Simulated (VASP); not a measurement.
Runs of VASP 6.6.1 on Ca. The structure is that of space group P6_3/mmc (No. 194), or close to it. The cells are those of the table. 

```tsv
task	cell	cutoff (eV)	gap on the mesh (eV)	pressure (GPa)
single point	a = 4.066, b = 4.066, c = 6.665 Å, angles 90.0, 90.0, 120.0°, 2 atoms	520	none	(a)
relaxation of shape and atoms at fixed volume	relaxed from a = 3.978, b = 3.978, c = 6.521 Å, angles 90.0, 90.0, 120.0°, 2 atoms	600	none	-0.4
single point	a = 3.980, b = 3.980, c = 6.520 Å, angles 90.0, 90.0, 120.0°, 2 atoms	520	none	-0.4
single point	a = 4.016, b = 4.016, c = 6.584 Å, angles 90.0, 90.0, 120.0°, 2 atoms	520	none	-0.9
single point	a = 3.978, b = 3.978, c = 6.521 Å, angles 90.0, 90.0, 120.0°, 2 atoms	520	none	-0.4
```

Alike in all rows: level r2SCAN; potentials or basis VASP PAW PBE potentials, release 64 (Ca_sv); no spin polarisation; k mesh 12 × 12 × 8; smearing gaussian 0.1 eV.

Task: Estimate the missing entries.

Result: (a) -1.4.

Caveats: the PAW data sets were made with another functional, which shifts forces and pressure a little; the relaxation stopped at its first step, so nothing moved (some runs).

A gap of «none» marks levels without a gap at the run's occupations.
